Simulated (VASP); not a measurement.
Write the native input for VASP 6.6.1 that does the following.

```
Task                    : single point
Functional              : PBE
Potentials or basis     : VASP PAW PBE potentials, release 64 (Cu)
Cutoff                  : 520 eV
k mesh                  : 18 × 18 × 10
Occupations             : gaussian, width 0.05 eV
Spin                    : non-collinear spin, zero start, spin-orbit coupling
Starting moments        : [[0.0, 0.0, 0.0], [0.0, 0.0, 0.0]] μB
Dipole correction       : no
k mesh for the DOS      : 27 × 27 × 15
Occupations for the DOS : tetrahedron
Further INCAR settings  : ALGO = Normal; EDIFF = 1e-07
```

Crystal: Cu.

```
CELL_PARAMETERS angstrom
2.56831 0.00000 0.00000
-1.28415 2.22422 0.00000
0.00000 0.00000 4.19113
ATOMIC_POSITIONS crystal
Cu 0.33333 0.66667 0.75000
Cu 0.66667 0.33333 0.25000
```

This isn't the form of Cu at room conditions, which is fcc.

One way to write it, as run:

POSCAR

```
Cu
1.0
    2.5683068392      0.0000000000      0.0000000000
   -1.2841534196      2.2242189674      0.0000000000
    0.0000000000      0.0000000000      4.1911254457
Cu
2
Direct
    0.3333333333      0.6666666667      0.7500000000
    0.6666666667      0.3333333333      0.2500000000
```

INCAR.step1

```
PREC = Accurate
ENCUT = 520
EDIFF = 1E-7
ISMEAR = 0
SIGMA = 0.05
LREAL = False
LASPH = True
NELM = 150
ALGO = Normal
ISIF = 2
LWAVE = False
LCHARG = True
MAGMOM = 0 0 0 0 0 0
LSORBIT = True
GGA_COMPAT = False
LORBMOM = True
LMAXMIX = 4
GGA = PE
NBANDS = 34
```

KPOINTS.step1

```
Automatic mesh
0
Gamma
  18 18 10
```

INCAR.step2

```
PREC = Accurate
ENCUT = 520
EDIFF = 1E-7
ISMEAR = -5
SIGMA = 0.05
LREAL = False
LASPH = True
NELM = 150
ALGO = Normal
ISIF = 2
LWAVE = False
LCHARG = False
MAGMOM = 0 0 0 0 0 0
LORBIT = 11
LSORBIT = True
GGA_COMPAT = False
LORBMOM = True
LMAXMIX = 4
GGA = PE
NEDOS = 1001
ICHARG = 11
```

KPOINTS.step2

```
Automatic mesh
0
Gamma
  27 27 15
```

Potentials or basis: VASP PAW PBE potentials, release 64 (Cu).

Launch:

```bash
$ cat potpaw_PBE.64/Cu/POTCAR > POTCAR
$ cp INCAR.step1 INCAR
$ cp KPOINTS.step1 KPOINTS
$ mpirun -np 1 vasp_ncl > vasp.out
$ cp INCAR.step2 INCAR
$ cp KPOINTS.step2 KPOINTS
$ mpirun -np 1 vasp_ncl > vasp.out
```

It gave:

```json
{
 "Net moment": "0.00 μB per cell",
 "Valence electrons inside the program's atomic spheres": "Cu 9.99"
}
```

Wall time 16 min on 1 thread of Oxide Virtual Turin-like Processor (shared host), peak memory 0.62 GiB.
